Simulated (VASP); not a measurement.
**TaN: single point with PBEsol**

Crystal: TaN.

```
Ta N
1.0
     5.12084    0.00000    0.00000
    -2.56042    4.43478    0.00000
     0.00000    0.00000    2.86870
Ta N
3 3
Direct
  0.00000 0.00000 0.00000
  0.33333 0.66667 0.50000
  0.66667 0.33333 0.50000
  0.50000 0.00000 0.00000
  0.50000 0.50000 0.00000
  0.00000 0.50000 0.00000
```

| Quantity | Value |
| --- | --- |
| Program | VASP 6.6.1 |
| Task | single point |
| Functional | PBEsol |
| Potentials or basis | VASP PAW PBE potentials, release 64 (Ta_sv_GW, N) |
| Cutoff | 700 eV |
| k mesh | 5 × 5 × 8 |
| Occupations | methfessel-paxton, width 0.15 eV |
| Spin | no spin polarisation |
| Dipole correction | no |
| Further INCAR settings | ALGO = Normal; EDIFF = 1e-06; NBANDS = 36 |

```json
{
  "Pressure": "15.6 GPa",
  "Band gap on the k mesh": "zero (bands 27 and 28 overlap by 2.29 eV)"
}
```

Stress tensor (GPa, compression positive):
```
13.90  0.00  0.00
 0.00 13.90  0.00
 0.00  0.00 19.07
```

Levels at points of the mesh, in eV from the Fermi level:
```csv
k point,band 23,band 24,band 25,band 26,band 27,band 28,band 29,band 30,band 31,band 32
"(0.00, 0.00, 0.00)",-3.11,-3.11,-2.66,-2.20,-1.38,-1.38,0.81,0.81,1.30,2.32
"(0.00, 0.00, 0.50)",-3.97,-3.25,-3.25,-2.05,0.91,0.91,1.55,1.88,2.67,2.67
```

Run time: 3.6 min on 1 thread of AMD EPYC 7R43 64-Core Processor (Zen 3), on a shared host, peak memory 0.24 GiB.

Caveat: the stress differs along the axes, from 14 to 19 GPa; the PAW data sets were made with another functional, which shifts forces and pressure a little; spin-orbit coupling is left out, which moves the levels of the heavy elements.
